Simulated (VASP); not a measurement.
# C (a cell with a defect) in VASP: further runs

Runs on C (a cell with a defect). Level: PBE. Tasks: single point, relaxation of the atoms.

All numbers are computed with VASP 6.6.1; they aren't measurements. Logs are shortened: lines on timing, memory, paths and dates and some standing lists are left out, and cuts for length are marked.

**1. The cell of the first run**

The cell holds a defect, 17 atoms: a = 4.933 Å, b = 4.933 Å, c = 9.036 Å, α = 74.16°, β = 74.16°, γ = 60.00°.

**2. Single point, PBE**

Input file INCAR:

```
SYSTEM = C
ALGO = Normal
EDIFF = 1E-6
ENCUT = 520
GGA = PE
ISIF = 2
ISMEAR = 0
LASPH = .True.
LCHARG = .False.
LREAL = Auto
LWAVE = .False.
NBANDS = 48
NELM = 60
PREC = Accurate
SIGMA = 0.1
```

Input file KPOINTS:

```
k-points
0
Gamma
  6 6 6
  0 0 0
```

Input file POSCAR:

```
C
1.0
   -4.9330325265      0.0000000000      0.0000000000
   -2.4665162632     -4.2721314856      0.0000000000
   -2.4665162632     -1.4240438285      8.5756686354
C
17
Direct
    0.5882543643      0.5882543643      0.7363685727
    0.0871226986      0.5882543643      0.7363685727
    0.5882543643      0.0871226986      0.7363685727
    0.0870118948      0.0870118948      0.7389643157
    0.2541658413      0.2541658413      0.7363566741
    0.7553116434      0.2541658413      0.7363566741
    0.2541658413      0.7553116434      0.7363566741
    0.7536654974      0.7536654974      0.7390035079
    0.7458341587      0.7458341587      0.2636433259
    0.2446883566      0.7458341587      0.2636433259
    0.7458341587      0.2446883566      0.2636433259
    0.2463345026      0.2463345026      0.2609964921
    0.4117456357      0.4117456357      0.2636314273
    0.9128773014      0.4117456357      0.2636314273
    0.4117456357      0.9128773014      0.2636314273
    0.9129881052      0.9129881052      0.2610356843
    0.5000000000      0.5000000000      0.5000000000
```

Potentials or basis: VASP PAW PBE potentials, release 64 (C).

Command:

```console
> cat potpaw_PBE.64/C/POTCAR > POTCAR
> mpirun -np 1 vasp_std > vasp.out
```

OUTCAR:

```text
SYSTEM = C
   EDIFF = 1E-6
   ENCUT = 520
   GGA = PE
   ISIF = 2
   ISMEAR = 0
   LASPH = .True.
   LREAL = Auto
   NELM = 60
   PREC = Accurate

 ion  position               nearest neighbor table
   1  0.588  0.588  0.736-   8 1.42   6 1.43   7 1.43
   2  0.087  0.588  0.736-   8 1.42   5 1.43   7 1.43
   3  0.588  0.087  0.736-   8 1.42   5 1.43   6 1.43
   4  0.087  0.087  0.739-   7 1.42   5 1.42   6 1.42
   5  0.254  0.254  0.736-   4 1.42   2 1.43   3 1.43
   6  0.755  0.254  0.736-   4 1.42   1 1.43   3 1.43
[... 8 lines left out ...]
  15  0.412  0.913  0.264-  12 1.42   9 1.43  10 1.43
  16  0.913  0.913  0.261-  11 1.42   9 1.42  10 1.42
  17  0.500  0.500  0.500-

  LATTYP: Found a trigonal (rhomboedric) cell.
 ALAT       =     9.0362434588
 COS(alpha) =     0.8509877008

  Lattice vectors:

 A1 = (   2.4665162633,  -1.4240438285,   8.5756686354)
 A2 = (  -0.0000000000,   2.8480876571,   8.5756686354)
 A3 = (  -2.4665162632,  -1.4240438285,   8.5756686354)

Analysis of symmetry for initial positions (statically):
=====================================================================
 Subroutine PRICEL returns:
 Original cell was already a primitive cell.

 Routine SETGRP: Setting up the symmetry group for a
 trigonal (rhombohedral) supercell.

 Subroutine GETGRP returns: Found 12 space group operations
 (whereof 12 operations were pure point group operations)
 out of a pool of 12 trial point group operations.

The static configuration has the point symmetry D_3d.

Analysis of symmetry for dynamics (positions and initial velocities):
=====================================================================
 Subroutine PRICEL returns:
 Original cell was already a primitive cell.

 Routine SETGRP: Setting up the symmetry group for a
 trigonal (rhombohedral) supercell.

 Subroutine GETGRP returns: Found 12 space group operations
 (whereof 12 operations were pure point group operations)
 out of a pool of 12 trial point group operations.

The dynamic configuration has the point symmetry D_3d.

 Subroutine INISYM returns: Found 12 space group operations
 (whereof 12 operations are pure point group operations),
 and found     1 'primitive' translations

----------------------------------------------------------------------------------------

                                     Primitive cell

  volume of cell :     180.7285

  direct lattice vectors                    reciprocal lattice vectors
    -4.933032526  0.000000000  0.000000000    -0.202715063  0.117037596 -0.038869661
    -2.466516263 -4.272131486  0.000000000     0.000000000 -0.234075193 -0.038869661
    -2.466516263 -1.424043829  8.575668635     0.000000000  0.000000000  0.116608983

  length of vectors
     4.933032526  4.933032526  9.036243459     0.237280522  0.237280522  0.116608983

  position of ions in fractional coordinates (direct lattice)
     0.588254364  0.588254364  0.736368573
     0.087122699  0.588254364  0.736368573
     0.588254364  0.087122699  0.736368573
     0.087011895  0.087011895  0.738964316
     0.254165841  0.254165841  0.736356674
     0.755311643  0.254165841  0.736356674
[... 9 lines left out ...]
     0.912988105  0.912988105  0.261035684
     0.500000000  0.500000000  0.500000000

  ion indices of the primitive-cell ions
   primitive index   ion index
                 1           1
                 2           2
                 3           3
                 4           4
                 5           5
                 6           6
[... 9 lines left out ...]
                16          16
                17          17

----------------------------------------------------------------------------------------

 KPOINTS: k-points

Automatic generation of k-mesh.
 Grid dimensions read from file:
 generate k-points for:    6    6    6

 Generating k-lattice:

  Cartesian coordinates                     Fractional coordinates (reciprocal lattice)
    -0.033785844  0.019506266 -0.006478277     0.166666667 -0.000000000 -0.000000000
[... 54 lines left out ...]
 Fermi energy:         3.5756390163

 k-point     1 :       0.0000    0.0000    0.0000
  band No.  band energies     occupation
      1     -16.4921      2.00000
      2     -16.4226      2.00000
      3     -11.2561      2.00000
      4     -11.2561      2.00000
      5     -11.2166      2.00000
      6     -11.2165      2.00000
[... 38 lines left out ...]
     45      10.3644      0.00000
     46      10.3653      0.00000

 k-point     2 :       0.1667    0.0000    0.0000
  band No.  band energies     occupation
      1     -16.3275      2.00000
      2     -16.2590      2.00000
      3     -12.4937      2.00000
      4     -12.4443      2.00000
      5     -11.6320      2.00000
      6     -11.5980      2.00000
[... 38 lines left out ...]
     45      10.5807      0.00000
     46      10.6889      0.00000

 k-point     3 :       0.3333    0.0000    0.0000
  band No.  band energies     occupation
      1     -15.8362      2.00000
      2     -15.7699      2.00000
      3     -13.8918      2.00000
      4     -13.8384      2.00000
      5     -12.0400      2.00000
      6     -12.0153      2.00000
[... 38 lines left out ...]
     45      10.6858      0.00000
     46      10.8632      0.00000

 k-point     4 :       0.5000   -0.0000   -0.0000
  band No.  band energies     occupation
      1     -15.0976      2.00000
      2     -15.0146      2.00000
      3     -14.9389      2.00000
      4     -14.9024      2.00000
      5     -12.1859      2.00000
      6     -12.1670      2.00000
[... 920 lines left out ...]
     45      10.6009      0.00000
     46      11.0707      0.00000

 k-point    23 :      -0.1667    0.5000    0.1667
  band No.  band energies     occupation
      1     -15.3448      2.00000
      2     -15.2910      2.00000
      3     -14.3719      2.00000
      4     -14.3126      2.00000
      5     -13.4091      2.00000
      6     -13.3639      2.00000
[... 38 lines left out ...]
     45      10.7098      0.00000
     46      11.1030      0.00000

 k-point    24 :      -0.3333   -0.3333    0.1667
  band No.  band energies     occupation
      1     -15.8296      2.00000
      2     -15.7769      2.00000
      3     -13.8906      2.00000
      4     -13.8397      2.00000
      5     -12.0457      2.00000
      6     -12.0210      2.00000
[... 38 lines left out ...]
     45      10.4653      0.00000
     46      10.8221      0.00000

 [... further k-points ...]

 [bands above 46 left out]

------------------------ aborting loop because EDIFF is reached ----------------------------------------

  FORCE on cell =-STRESS in cart. coord.  units (eV):
  Direction    XX          YY          ZZ          XY          YZ          ZX
  --------------------------------------------------------------------------------------
  -------------------------------------------------------------------------------------
  Total        2.8305110      2.8305110     -0.0789194     -0.0000000     -0.0000000     -0.0000000
  in kB       25.0927836     25.0927836     -0.6996292     -0.0000000     -0.0000000     -0.0000000
  external PRESSURE =      16.4953127 kB  Pullay stress =       0.0000000 kB

 VOLUME and BASIS-vectors are now :
 -----------------------------------------------------------------------------
  energy-cutoff  :      520.00
  volume of cell :      180.73
      direct lattice vectors                 reciprocal lattice vectors
    -4.933032526  0.000000000  0.000000000    -0.202715063  0.117037596 -0.038869661
    -2.466516263 -4.272131486  0.000000000     0.000000000 -0.234075193 -0.038869661
    -2.466516263 -1.424043829  8.575668635     0.000000000  0.000000000  0.116608983

 POSITION                                       TOTAL-FORCE (eV/Angst)
 -----------------------------------------------------------------------------------
     -6.16908     -3.56172      6.31485        -0.000183     -0.000106      0.007441
     -3.69698     -3.56172      6.31485         0.000183     -0.000106      0.007441
     -4.93303     -1.42082      6.31485         0.000000      0.000212      0.007441
     -2.46652     -1.42404      6.33711        -0.000000     -0.000000     -0.000708
     -3.69695     -2.13443      6.31475         0.003219      0.001859     -0.001523
     -6.16912     -2.13443      6.31475        -0.003219      0.001859     -0.001523
[... 9 lines left out ...]
     -7.39955     -4.27213      2.23856         0.000000      0.000000      0.000708
     -4.93303     -2.84809      4.28783        -0.000000     -0.000000     -0.000000
 -----------------------------------------------------------------------------------
    total drift:                               -0.000000     -0.000000      0.000000

  FREE ENERGIE OF THE ION-ELECTRON SYSTEM (eV)
  ---------------------------------------------------
  free  energy   TOTEN  =      -148.8383646223 eV

  energy  without entropy=     -148.8273655231  energy(sigma->0) =     -148.83286507
```

Wall time 6.2 min (1 thread of Intel Xeon Platinum 8375C at 2.90GHz (Ice Lake), shared host); peak memory 0.41 GiB.

What came out:

| Property | Result |
| --- | --- |
| Free energy | -148.8384 eV |
| Pressure | 1.6 GPa |
| Largest force | 0.007 eV/Å |
| Band gap on the k mesh | zero (band 34 reaches 3.56 eV, above the bottom of band 35 at 3.18 eV) |

Forces on the atoms (eV/Å):
```
C    0.000  0.000  0.007
C    0.000  0.000  0.007
C    0.000  0.000  0.007
C    0.000  0.000 -0.001
C    0.003  0.002 -0.002
C   -0.003  0.002 -0.002
C    0.000 -0.004 -0.002
C    0.000  0.000 -0.004
C   -0.003 -0.002  0.002
C    0.003 -0.002  0.002
C    0.000  0.004  0.002
C    0.000  0.000  0.004
C    0.000  0.000 -0.007
C    0.000  0.000 -0.007
C    0.000  0.000 -0.007
C    0.000  0.000  0.001
C    0.000  0.000  0.000
```

Levels at points of the mesh, in eV from the Fermi level:
| k point | band 31 | band 32 | band 33 | band 34 | band 35 | band 36 | band 37 | band 38 |
| --- | --- | --- | --- | --- | --- | --- | --- | --- |
| (0.00, 0.00, 0.00) | -2.88 | -2.77 | -2.62 | -0.82 | 0.98 | 0.98 | 1.00 | 1.00 |
| (0.50, 0.00, 0.00) | -3.29 | -3.25 | -2.81 | -0.43 | 0.91 | 1.20 | 2.11 | 2.37 |
| (0.50, 0.50, 0.00) | -3.19 | -3.15 | -2.91 | -0.39 | 0.84 | 1.16 | 2.15 | 2.33 |
| (0.00, 0.00, 0.50) | -2.84 | -2.81 | -2.57 | -0.86 | 0.91 | 0.91 | 0.98 | 0.98 |

**3. Single point, PBE**

Input file INCAR:

```
SYSTEM = C
PREC = Accurate
ENCUT = 520
EDIFF = 1E-7
ISMEAR = 0
SIGMA = 0.1
LREAL = Auto
LASPH = .TRUE.
NELM = 80
ALGO = Normal
ISIF = 2
LWAVE = .FALSE.
LCHARG = .FALSE.
GGA = PE
NBANDS = 48
```

Input file KPOINTS:

```
Automatic mesh
0
G
  1 1 1
  0 0 0
```

Input file POSCAR:

```
C
1.0
    2.4665162724     -4.2721315015      0.0000000000
   -2.4665162724     -4.2721315015      0.0000000000
    0.0000000000     -2.8480876677     -8.5756693636
C
17
Direct
    0.4053723049      0.4053723049      0.2839244769
    0.9053309134      0.4053723049      0.2839244769
    0.4053723049      0.9053309134      0.2839244769
    0.9030527359      0.9030527359      0.2908417924
    0.7358799619      0.7358799619      0.2923086684
    0.2359314078      0.7358799619      0.2923086684
    0.7358799619      0.2359314078      0.2923086684
    0.2435583243      0.2435583243      0.2693250270
    0.2641200381      0.2641200381      0.7076913316
    0.7640685922      0.2641200381      0.7076913316
    0.2641200381      0.7640685922      0.7076913316
    0.7564416757      0.7564416757      0.7306749730
    0.5946276951      0.5946276951      0.7160755231
    0.0946690866      0.5946276951      0.7160755231
    0.5946276951      0.0946690866      0.7160755231
    0.0969472641      0.0969472641      0.7091582076
    0.5000000000      0.5000000000      0.5000000000
```

Potentials or basis: VASP PAW PBE potentials, release 64 (C).

Command:

```console
> cat potpaw_PBE.64/C/POTCAR > POTCAR
> mpirun -np 1 vasp_gam > vasp.out
```

Wall time 17 s (1 thread of Intel Xeon 6975P-C (Granite Rapids), shared host); peak memory 0.28 GiB.

It converged, with:

| Item | Value |
| --- | --- |
| Free energy | -133.8216 eV |
| Pressure | 10.1 GPa |
| Largest force | 0.022 eV/Å |
| Band gap on the k mesh | 1.21 eV |

Forces on the atoms (eV/Å):
```
C    0.000  0.022 -0.004
C    0.019 -0.011 -0.004
C   -0.019 -0.011 -0.004
C    0.000  0.000 -0.009
C    0.000  0.007  0.003
C    0.006 -0.004  0.003
C   -0.006 -0.004  0.003
C    0.000  0.000 -0.007
C    0.000 -0.007 -0.003
C   -0.006  0.004 -0.003
C    0.006  0.004 -0.003
C    0.000  0.000  0.007
C    0.000 -0.022  0.004
C   -0.019  0.011  0.004
C    0.019  0.011  0.004
C    0.000  0.000  0.009
C    0.000  0.000  0.000
```

Stress tensor (GPa, compression positive):
```
15.51  0.00  0.00
 0.00 15.51  0.00
 0.00  0.00 -0.74
```

Levels at points of the mesh, in eV from the valence-band top:
```csv
k point,band 30,band 31,band 32,band 33,band 34,band 35,band 36,band 37,band 38,band 39
"(0.00, 0.00, 0.00)",-2.18,-2.14,-2.14,-1.78,0.00,1.21,1.21,1.76,1.76,2.32
```

Caveat: the k points lie up to 1.49 Å⁻¹ apart.

**4. Relaxation of the atoms, PBE**

Input file INCAR:

```
SYSTEM = C
ALGO     = Normal         ! electronic algorithm
EDIFF    = 1E-6           ! SCF threshold, eV
EDIFFG   = -0.025         ! ionic threshold
ENCUT    = 520            ! plane-wave cutoff, eV
GGA      = PE             ! functional
IBRION   = 2              ! ionic algorithm
ISIF     = 2              ! what is computed and relaxed
ISMEAR   = 0              ! smearing method
LASPH    = .True.         ! aspherical terms in the spheres
LCHARG   = .False.        ! write CHGCAR
LREAL    = Auto         
LWAVE    = .False.        ! write WAVECAR
NELM     = 80             ! most SCF steps
NSW      = 65             ! ionic steps
PREC     = Accurate       ! precision mode
SIGMA    = 0.1            ! smearing width, eV
```

Input file KPOINTS:

```
k-points
0
Gamma
  1 1 1
  0 0 0
```

Input file POSCAR:

```
C
1.0
    2.4665162724     -4.2721315015      0.0000000000
   -2.4665162724     -4.2721315015      0.0000000000
    0.0000000000     -2.8480876677     -8.5756693636
C
17
Direct
    0.4175619805      0.4175619805      0.2473140586
    0.9175619805      0.4175619805      0.2473140586
    0.4175619805      0.9175619805      0.2473140586
    0.9175619805      0.9175619805      0.2473140586
    0.7508919038      0.7508919038      0.2473242886
    0.2508919038      0.7508919038      0.2473242886
    0.7508919038      0.2508919038      0.2473242886
    0.2508919038      0.2508919038      0.2473242886
    0.2491080962      0.2491080962      0.7526757114
    0.7491080962      0.2491080962      0.7526757114
    0.2491080962      0.7491080962      0.7526757114
    0.7491080962      0.7491080962      0.7526757114
    0.5824380195      0.5824380195      0.7526859414
    0.0824380195      0.5824380195      0.7526859414
    0.5824380195      0.0824380195      0.7526859414
    0.0824380195      0.0824380195      0.7526859414
    0.5000000000      0.5000000000      0.5000000000
```

Command:

```console
> cat potpaw_PBE.64/C/POTCAR > POTCAR
> mpirun -np 1 vasp_gam > vasp.out
```

Wall time 4.4 min (1 thread of Intel Xeon 6975P-C (Granite Rapids), shared host); peak memory 0.3 GiB.

It converged, with:

```yaml
Free_energy: -133.8199 eV
Energy_gained_by_relaxing: 47.7 meV/atom
Ionic_steps: 29
Pressure_after_relaxing: 10.5 GPa
Largest_force_after_relaxing: 0.024 eV/Å
Band_gap_on_the_k_mesh: 1.20 eV
```

Forces in eV/Å, atoms in the order of the input:
```
C    0.000  0.002  0.024
C    0.002 -0.001  0.024
C   -0.002 -0.001  0.024
C    0.000  0.000 -0.008
C    0.000 -0.004  0.006
C   -0.003  0.002  0.006
C    0.003  0.002  0.006
C    0.000  0.000  0.004
C    0.000  0.004 -0.006
C    0.003 -0.002 -0.006
C   -0.003 -0.002 -0.006
C    0.000  0.000 -0.004
C    0.000 -0.002 -0.024
C   -0.002  0.001 -0.024
C    0.002  0.001 -0.024
C    0.000  0.000  0.008
C    0.000  0.000  0.000
```

Stress tensor (GPa, compression positive):
```
15.92  0.00  0.00
 0.00 15.92  0.00
 0.00  0.00 -0.33
```

Step by step:
```
step  energy change (eV)  largest force (eV/Å)  pressure (GPa)
   1              0.0000                0.4364            9.22
   2             -0.0941                0.4358            9.12
   3             -0.1302                0.7731            8.83
   4             -0.1681                0.3636            8.64
   5             -0.1793                0.4773            8.49
   6             -0.1921                0.4724            8.53
   7             -0.2295                0.4490            8.61
   8             -0.3010                0.4009            8.78
   9             -0.4280                0.3857            9.06
  10             -0.6055                0.7211            9.72
  11             -0.5623                1.4408           10.95
  12             -0.6601                0.9936           10.17
  13             -0.6809                0.8527           10.19
  14             -0.7250                0.6226           10.29
  15             -0.7312                0.7655           10.59
  16             -0.7420                0.5744           10.44
  17             -0.7536                0.5088           10.46
  18             -0.7789                0.3124           10.55
  19             -0.7861                0.4629           10.67
  20             -0.7900                0.4056           10.62
  21             -0.7993                0.3033           10.63
  22             -0.8098                0.0683           10.58
  23             -0.8099                0.0630           10.58
  24             -0.8102                0.0435           10.57
  25             -0.8103                0.0499           10.57
  26             -0.8104                0.0402           10.56
  27             -0.8106                0.0256           10.53
  28             -0.8106                0.0301           10.52
  29             -0.8108                0.0245           10.51
```

Final structure:
```yaml
crystal:
  lattice:
    - [2.46652, -4.27213, 0.00000]
    - [-2.46652, -4.27213, 0.00000]
    - [0.00000, -2.84809, -8.57567]
  atoms:
    - { symbol: C, position: [0.40446, 0.40446, 0.28659] }
    - { symbol: C, position: [0.90449, 0.40446, 0.28659] }
    - { symbol: C, position: [0.40446, 0.90449, 0.28659] }
    - { symbol: C, position: [0.90391, 0.90391, 0.28827] }
    - { symbol: C, position: [0.73601, 0.73601, 0.29193] }
    - { symbol: C, position: [0.23605, 0.73601, 0.29193] }
    - { symbol: C, position: [0.73601, 0.23605, 0.29193] }
    - { symbol: C, position: [0.24191, 0.24191, 0.27427] }
    - { symbol: C, position: [0.26399, 0.26399, 0.70807] }
    - { symbol: C, position: [0.76395, 0.26399, 0.70807] }
    - { symbol: C, position: [0.26399, 0.76395, 0.70807] }
    - { symbol: C, position: [0.75809, 0.75809, 0.72573] }
    - { symbol: C, position: [0.59554, 0.59554, 0.71341] }
    - { symbol: C, position: [0.09551, 0.59554, 0.71341] }
    - { symbol: C, position: [0.59554, 0.09551, 0.71341] }
    - { symbol: C, position: [0.09609, 0.09609, 0.71173] }
    - { symbol: C, position: [0.50000, 0.50000, 0.50000] }
```

Levels at points of the mesh, in eV from the valence-band top:
```tsv
k point	band 32	band 33	band 34	band 35	band 36	band 37
(0.00, 0.00, 0.00)	-2.16	-1.76	0.00	1.20	1.20	1.85
```

Caveat: the k points lie up to 1.49 Å⁻¹ apart.

**5. Overview**

```csv
task,cell,k mesh,gap on the mesh (eV),pressure (GPa),largest force (eV/Å)
single point,"a = 4.933, b = 4.933, c = 9.036 Å, angles 74.2, 74.2, 60.0°, 17 atoms",6 × 6 × 6,none,1.6,0.01
single point,"a = 4.933, b = 4.933, c = 9.036 Å, angles 74.2, 74.2, 60.0°, 17 atoms",1 × 1 × 1,1.21,10.1,0.02
relaxation of the atoms,"atoms relaxed from a = 4.933, b = 4.933, c = 9.036 Å, angles 74.2, 74.2, 60.0°, 17 atoms",1 × 1 × 1,1.20,10.5,0.02
```

Alike in all rows: level PBE; potentials or basis VASP PAW PBE potentials, release 64 (C); no spin polarisation; cutoff (eV) 520; smearing gaussian 0.1 eV.

Caveats: some runs use coarse meshes.

Absolute energies hang on the potentials; compare differences alone.
